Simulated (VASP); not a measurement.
# Zr3PdSe4 (P-6m2) in VASP: relaxation of shape and atoms at fixed volume with PBE

Aim: the relaxation of shape and atoms at fixed volume of Zr3PdSe4 with PBE.

Program: VASP 6.6.1. These are calculated values, not measurements. Logs are shortened: lines on timing, memory, paths and dates and some standing lists are left out, and cuts for length are marked.

### 1 The cell of the first run

Symmetry: P-6m2, No. 187, hexagonal system. The conventional cell has a = 7.233 Å, b = 7.233 Å, c = 3.687 Å, α = 90.00°, β = 90.00°, γ = 120.00°. Within 3.6 Å of Zr (site symmetry mm2) lie 6 Se at 2.74 to 2.88 Å and 2 Zr at 3.41 Å. Within 3.7 Å of Pd (site symmetry -6m2) lie 6 Se at 2.78 Å and 6 Zr at 3.62 Å and 2 Pd at 3.69 Å. Within 3.6 Å of Se (site symmetry mm2) lie 4 Zr at 2.74 Å and 2 Pd at 2.78 Å. Within 3.8 Å of Se (site symmetry -6m2) lie 6 Zr at 2.88 Å and 8 Se at 3.62 to 3.69 Å.

### 2 Relaxation of shape and atoms at fixed volume, PBE (volume scaled by 1.03)

INCAR

```
  PREC = Accurate
  ENCUT = 600
  EDIFF = 1E-6
  ISMEAR = 0
  SIGMA = 0.1
  LREAL = False
  LASPH = True
  NELM = 100
  ALGO = Normal
  ISIF = 4
  LWAVE = False
  LCHARG = False
  GGA = PE
  IBRION = 2
  NSW = 50
  EDIFFG = -0.01
```

KPOINTS

```
Automatic mesh
0
Gamma
  6 6 8
```

POSCAR

```
Zr3PdSe4
1.0
    7.2334739090      0.0000000000      0.0000000000
   -3.6167369545      6.2643721628      0.0000000000
    0.0000000000      0.0000000000      3.6874446439
Zr Pd Se
3 1 4
Direct
    0.0192868837      0.5096434418      0.0000000000
    0.4903565582      0.9807131163      0.0000000000
    0.4903565582      0.5096434418      0.0000000000
    0.0000000000      0.0000000000      0.0000000000
    0.1663053885      0.8336946115      0.5000000000
    0.1663053885      0.3326107769      0.5000000000
    0.6666666667      0.3333333333      0.5000000000
    0.6673892231      0.8336946115      0.5000000000
```

Potentials or basis: VASP PAW PBE potentials, release 64 (Zr_sv, Pd, Se).

Command:

```bash
$ cat potpaw_PBE.64/Zr_sv/POTCAR potpaw_PBE.64/Pd/POTCAR potpaw_PBE.64/Se/POTCAR > POTCAR
$ mpirun -np 1 vasp_std > vasp.out
```

OUTCAR:

```text
PREC = Accurate
   ENCUT = 600
   EDIFF = 1E-6
   ISMEAR = 0
   LREAL = False
   LASPH = True
   NELM = 100
   ISIF = 4
   GGA = PE
   IBRION = 2
   NSW = 50
   EDIFFG = -0.01

 ion  position               nearest neighbor table
   1  0.019  0.510  0.000-   5 2.74   5 2.74   6 2.74   6 2.74   7 2.88   7 2.88   2 3.41   3 3.41
                             4 3.62   4 3.62   2 3.83   3 3.83
   2  0.490  0.981  0.000-   5 2.74   5 2.74   8 2.74   8 2.74   7 2.88   7 2.88   1 3.41   3 3.41
                             4 3.62   4 3.62   3 3.83   1 3.83
   3  0.490  0.510  0.000-   8 2.74   8 2.74   6 2.74   6 2.74   7 2.88   7 2.88   2 3.41   1 3.41
                             4 3.62   4 3.62   2 3.83   1 3.83
   4  0.000  0.000  0.000-   6 2.78   6 2.78   8 2.78   8 2.78   5 2.78   5 2.78   1 3.62   2 3.62
                             3 3.62   3 3.62   1 3.62   2 3.62
   5  0.166  0.834  0.500-   1 2.74   1 2.74   2 2.74   2 2.74   4 2.78   4 2.78
   6  0.166  0.333  0.500-   3 2.74   3 2.74   1 2.74   1 2.74   4 2.78   4 2.78
   7  0.667  0.333  0.500-   2 2.88   2 2.88   1 2.88   1 2.88   3 2.88   3 2.88
   8  0.667  0.834  0.500-   3 2.74   3 2.74   2 2.74   2 2.74   4 2.78   4 2.78

  LATTYP: Found a hexagonal cell.
 ALAT       =     7.2334739090
 C/A-ratio  =     0.5097750666

  Lattice vectors:

 A1 = (   7.2334739090,   0.0000000000,   0.0000000000)
 A2 = (  -3.6167369545,   6.2643721628,   0.0000000000)
 A3 = (   0.0000000000,   0.0000000000,   3.6874446439)

Analysis of symmetry for initial positions (statically):
=====================================================================
 Subroutine PRICEL returns:
 Original cell was already a primitive cell.

 Routine SETGRP: Setting up the symmetry group for a
 hexagonal supercell.

 Subroutine GETGRP returns: Found 12 space group operations
 (whereof 12 operations were pure point group operations)
 out of a pool of 24 trial point group operations.

The static configuration has the point symmetry D_3h.

Analysis of symmetry for dynamics (positions and initial velocities):
=====================================================================
 Subroutine PRICEL returns:
 Original cell was already a primitive cell.

 Routine SETGRP: Setting up the symmetry group for a
 hexagonal supercell.

 Subroutine GETGRP returns: Found 12 space group operations
 (whereof 12 operations were pure point group operations)
 out of a pool of 24 trial point group operations.

The dynamic configuration has the point symmetry D_3h.

 Subroutine INISYM returns: Found 12 space group operations
 (whereof 12 operations are pure point group operations),
 and found     1 'primitive' translations

----------------------------------------------------------------------------------------

                                     Primitive cell

  volume of cell :     167.0898

  direct lattice vectors                    reciprocal lattice vectors
     7.233473909  0.000000000  0.000000000     0.138246161  0.079816458  0.000000000
    -3.616736954  6.264372163  0.000000000     0.000000000  0.159632917  0.000000000
     0.000000000  0.000000000  3.687444644     0.000000000  0.000000000  0.271190512

  length of vectors
     7.233473909  7.233473909  3.687444644     0.159632917  0.159632917  0.271190512

  position of ions in fractional coordinates (direct lattice)
     0.019286884  0.509643442  0.000000000
     0.490356558  0.980713116  0.000000000
     0.490356558  0.509643442  0.000000000
     0.000000000  0.000000000  0.000000000
     0.166305388  0.833694612  0.500000000
     0.166305388  0.332610777  0.500000000
     0.666666667  0.333333333  0.500000000
     0.667389223  0.833694612  0.500000000

  ion indices of the primitive-cell ions
   primitive index   ion index
                 1           1
                 2           2
                 3           3
                 4           4
                 5           5
                 6           6
                 7           7
                 8           8

----------------------------------------------------------------------------------------

 KPOINTS: Automatic mesh

Automatic generation of k-mesh.
 Grid dimensions read from file:
 generate k-points for:    6    6    8

 Generating k-lattice:

  Cartesian coordinates                     Fractional coordinates (reciprocal lattice)
     0.023041027  0.013302743  0.000000000     0.166666667 -0.000000000  0.000000000
     0.000000000  0.026605486  0.000000000     0.000000000  0.166666667  0.000000000
     0.000000000  0.000000000  0.033898814     0.000000000  0.000000000  0.125000000

  Length of vectors
     0.026605486  0.026605486  0.033898814

  Shift w.r.t. Gamma in fractional coordinates (k-lattice)
     0.000000000  0.000000000  0.000000000

 Subroutine IBZKPT returns following result:
 ===========================================

 Found     35 irreducible k-points:

 Following reciprocal coordinates:
            Coordinates               Weight
  0.000000  0.000000  0.000000      1.000000
  0.166667  0.000000  0.000000      6.000000
  0.333333  0.000000  0.000000      6.000000
  0.500000 -0.000000  0.000000      3.000000
  0.166667  0.166667  0.000000      6.000000
  0.333333  0.166667  0.000000     12.000000
[... 16 lines left out ...]
  0.166667  0.000000  0.375000     12.000000
  0.333333  0.000000  0.375000     12.000000
 [... further k-points ...]
   k-points           NKPTS =     35   k-points in BZ     NKDIM =     35   number of bands    NBANDS=     42
   number of dos      NEDOS =    301   number of ions     NIONS =      8
   total plane-waves  NPLWV = 108000
   dimension x,y,z NGX =    60 NGY =   60 NGZ =   30
   dimension x,y,z NGXF=   120 NGYF=  120 NGZF=   60
   ions per type =               3   1   4
   NGX,Y,Z   is equivalent  to a cutoff of  13.79, 13.79, 13.53 a.u.
   NGXF,Y,Z  is equivalent  to a cutoff of  27.58, 27.58, 27.05 a.u.
 SYSTEM =  unknown system
   PREC   = accura    normal or accurate (medium, high low for compatibility)
   ISTART =      0    job   : 0-new  1-cont  2-samecut
   ICHARG =      2    charge: 1-file 2-atom 10-const
   ISPIN  =      1    spin polarized calculation?
   LNONCOLLINEAR =      F non collinear calculations
   LSORBIT =      F    spin-orbit coupling
   LASPH  =      T    aspherical Exc in radial PAW
   ENCUT  =  600.0 eV  44.10 Ry    6.64 a.u.  14.45 14.45  7.36*2*pi/ulx,y,z
   NELM   =    100;   NELMIN=  2; NELMDL= -5     # of ELM steps
   EDIFF  = 0.1E-05   stopping-criterion for ELM
   LREAL  =      F    real-space projection
   EDIFFG = -.1E-01   stopping-criterion for IOM
   NSW    =     50    number of steps for IOM
   IBRION =      2    ionic relax: 0-MD 1-quasi-New 2-CG
   NFREE  =      1    steps in history (QN), initial steepest desc. (CG)
   ISIF   =      4    stress and relaxation
   ISYM   =      2    0-nonsym 1-usesym 2-fastsym
   POTIM  = 0.5000    time-step for ionic-motion
   TEBEG  =    0.0;   TEEND  =   0.0 temperature during run
   PSTRESS=    0.0 pullay stress
   NELECT =      70.0000    total number of electrons
   NUPDOWN=      -1.0000    fix difference up-down
   EMIN   =  10.00;   EMAX   =-10.00  energy-range for DOS
   EFERMI =   0.00;   METHOD = LEGACY
   ISMEAR =     0;   SIGMA  =   0.10  broadening in eV -4-tet -1-fermi 0-gaus
   EFERMI_NEDOS =   21; number of points for ismear=-14 and -15
   IALGO  =     38    algorithm
   IMIX   =      4    mixing-type and parameters
     AMIX     =   0.40;   BMIX     =  1.00
     AMIX_MAG =   1.60;   BMIX_MAG =  1.00
  volume/ion in A,a.u.               =      20.89       140.95
  Fermi-wavevector in a.u.,A,eV,Ry     =   1.224966  2.314851 20.416123  1.500543
  Thomas-Fermi vector in A             =   2.360022
   LORBIT       =      0    0 simple, 1 ext, 2 COOP (PROOUT), +10 PAW based schemes
   GGA     = PE    functional components
   LHFCALC =     F    Hartree Fock is set to
   AEXX    =    0.0000 exact exchange contribution
   IVDW    =     0    specifies the selected vdW correction
   LEPSILON=     F    determine dielectric tensor
   LRPA    =     F    only Hartree local field effects (RPA)
 conjugate gradient relaxation of ions
 non-spin polarized calculation
 Gauss-broadening in eV      SIGMA  =   0.10
  energy-cutoff  :      600.00
  volume of cell :      167.09
 maximum number of plane-waves:      5609
 NGX is ok and might be reduce to    60
   NGX = 29   NGY = 29   NGZ = 15

--------------------------------------- Ionic step        1  -------------------------------------------

 number of electron      70.0000007 magnetization

 Free energy of the ion-electron system (eV)
  ---------------------------------------------------
  ext. energy  EPLUGINS =         0.00000000
  ---------------------------------------------------
  free energy    TOTEN  =       -53.16418774 eV

  energy without entropy =      -53.13705697  energy(sigma->0) =      -53.15062235

------------------------ aborting loop because EDIFF is reached ----------------------------------------

  FORCE on cell =-STRESS in cart. coord.  units (eV):
  Direction    XX          YY          ZZ          XY          YZ          ZX
  --------------------------------------------------------------------------------------
  -------------------------------------------------------------------------------------
  Total       -2.7079101     -2.7079101     -3.5585929      0.0000000      0.0000000      0.0000000
  in kB      -25.9653899    -25.9653899    -34.1223487      0.0000000      0.0000000      0.0000000
  external PRESSURE =     -28.6843762 kB  Pullay stress =       0.0000000 kB
[... 153 lines left out ...]
  energy  without entropy=      -53.1429023363  energy(sigma->0) =      -53.15644431

--------------------------------------- Ionic step        5  -------------------------------------------

 number of electron      70.0000007 magnetization

 Free energy of the ion-electron system (eV)
  ---------------------------------------------------
  ext. energy  EPLUGINS =         0.00000000
  ---------------------------------------------------
  free energy    TOTEN  =       -53.17008066 eV

  energy without entropy =      -53.14316235  energy(sigma->0) =      -53.15662151

 E-fermi :   7.8885     XC(G=0): -10.8396

 val. band max:        7.8695651975   @ k =   0.0000   0.0000   0.1250
 cond. band min:       7.8906979336   @ k =   0.1667   0.0000   0.1250
 fundamental gap:      0.0211327361
 Fermi energy:         7.8885314992

 k-point     1 :       0.0000    0.0000    0.0000
  band No.  band energies     occupation
      1     -41.8526      2.00000
      2     -41.8317      2.00000
      3     -41.8317      2.00000
      4     -20.0401      2.00000
      5     -20.0401      2.00000
      6     -19.9368      2.00000
[... 1069 lines left out ...]
     41      10.0015      0.00000
     42      10.1135      0.00000

 [... further k-points ...]
[... 5 lines left out ...]
  --------------------------------------------------------------------------------------
  -------------------------------------------------------------------------------------
  Total       -2.5753362     -2.5753362     -2.5342383      0.0000000     -0.0000000      0.0000000
  in kB      -24.6941756    -24.6941756    -24.3000998      0.0000000     -0.0000000      0.0000000
  external PRESSURE =     -24.5628170 kB  Pullay stress =       0.0000000 kB
[... 23 lines left out ...]
  FREE ENERGIE OF THE ION-ELECTRON SYSTEM (eV)
  ---------------------------------------------------
  free  energy   TOTEN  =       -53.1700806648 eV

  energy  without entropy=      -53.1431623505  energy(sigma->0) =      -53.15662151

 reached required accuracy - stopping structural energy minimisation
```

Run time: 9.2 min. Hardware: 1 thread of AMD EPYC 9R45 (Zen 5), shared host; peak memory 0.49 GiB.

Results:

* Free energy: -53.1701 eV
* Energy gained by relaxing: 0.7 meV/atom
* Ionic steps: 5
* Pressure after relaxing: -2.5 GPa
* Largest force after relaxing: 0.009 eV/Å
* Band gap on the k mesh: zero (band 35 reaches 8.12 eV, above the bottom of band 36 at 7.67 eV)

Forces on the atoms (eV/Å):
```
Zr   0.008  0.005  0.000
Zr   0.000 -0.009  0.000
Zr  -0.008  0.005  0.000
Pd   0.000  0.000  0.000
Se  -0.005  0.003  0.000
Se   0.000 -0.006  0.000
Se   0.000  0.000  0.000
Se   0.005  0.003  0.000
```

The path:
| step | energy change (eV) | largest force (eV/Å) | pressure (GPa) | volume (Å³) |
| --- | --- | --- | --- | --- |
| 1 | 0.0000 | 0.1367 | -2.87 | 167.09 |
| 2 | -0.0045 | 0.0759 | -2.66 | 167.09 |
| 3 | -0.0058 | 0.0234 | -2.47 | 167.09 |
| 4 | -0.0058 | 0.0211 | -2.47 | 167.09 |
| 5 | -0.0059 | 0.0093 | -2.46 | 167.09 |

Final structure:
```cif
data_structure
_symmetry_space_group_name_H-M 'P 1'
_symmetry_Int_Tables_number 1
_cell_length_a 7.2553
_cell_length_b 7.2553
_cell_length_c 3.6653
_cell_angle_alpha 90.000
_cell_angle_beta 90.000
_cell_angle_gamma 120.000
_cell_volume 167.09
loop_
_atom_site_label
_atom_site_type_symbol
_atom_site_fract_x
_atom_site_fract_y
_atom_site_fract_z
_atom_site_occupancy
Zr1 Zr 0.02147 0.51074 0.00000 1
Zr2 Zr 0.48926 0.97853 0.00000 1
Zr3 Zr 0.48926 0.51074 0.00000 1
Pd1 Pd 0.00000 0.00000 0.00000 1
Se1 Se 0.16671 0.83329 0.50000 1
Se2 Se 0.16671 0.33341 0.50000 1
Se3 Se 0.66667 0.33333 0.50000 1
Se4 Se 0.66659 0.83329 0.50000 1
```

Levels at points of the mesh, in eV from the Fermi level:
| k point | band 32 | band 33 | band 34 | band 35 | band 36 | band 37 | band 38 | band 39 |
| --- | --- | --- | --- | --- | --- | --- | --- | --- |
| (0.00, 0.00, 0.00) | -1.98 | -1.57 | -1.57 | -0.15 | -0.15 | 0.89 | 0.94 | 1.59 |
| (0.50, 0.00, 0.00) | -1.60 | -1.46 | -1.42 | -0.14 | -0.10 | 0.65 | 0.69 | 1.15 |
| (0.00, 0.00, 0.50) | -0.60 | -0.60 | -0.49 | -0.22 | -0.22 | 1.31 | 1.31 | 1.65 |
| (0.50, 0.00, 0.50) | -0.99 | -0.93 | -0.71 | -0.15 | 0.02 | 1.01 | 1.17 | 1.70 |

Caveat: the cell differs from its parent crystal (volume scaled by 1.03).
